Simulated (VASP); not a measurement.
Input of a VASP 6.6.1 run:

The input INCAR:

```
PREC = Accurate
ENCUT = 600
EDIFF = 1E-7
ISMEAR = -1
SIGMA = 0.1
LREAL = F
LASPH = T
NELM = 60
ALGO = Normal
ISIF = 3
LWAVE = F
LCHARG = F
GGA = PS
IBRION = 2
NSW = 60
EDIFFG = -0.005
```

File KPOINTS:

```
Automatic mesh
0
Gamma
  16 16 16
```

POSCAR

```
Al
1.0
    0.0000000000      2.0073479706      2.0073479706
    2.0073479706      0.0000000000      2.0073479706
    2.0073479706      2.0073479706      0.0000000000
Al
1
Direct
    0.0000000000      0.0000000000      0.0000000000
```

Potentials or basis: VASP PAW PBE potentials, release 64 (Al).

Command:

```sh
$ cat potpaw_PBE.64/Al/POTCAR > POTCAR
$ mpirun -np 1 vasp_std > vasp.out
```

(1) What does it give for the relaxed cell?

(2) Estimate the space group after relaxing (to 0.05 Å).

Results:

(1) a = 2.840 Å, b = 2.840 Å, c = 2.840 Å, α = 60.00°, β = 60.00°, γ = 60.00°.

(2) Fm-3m (No. 225).
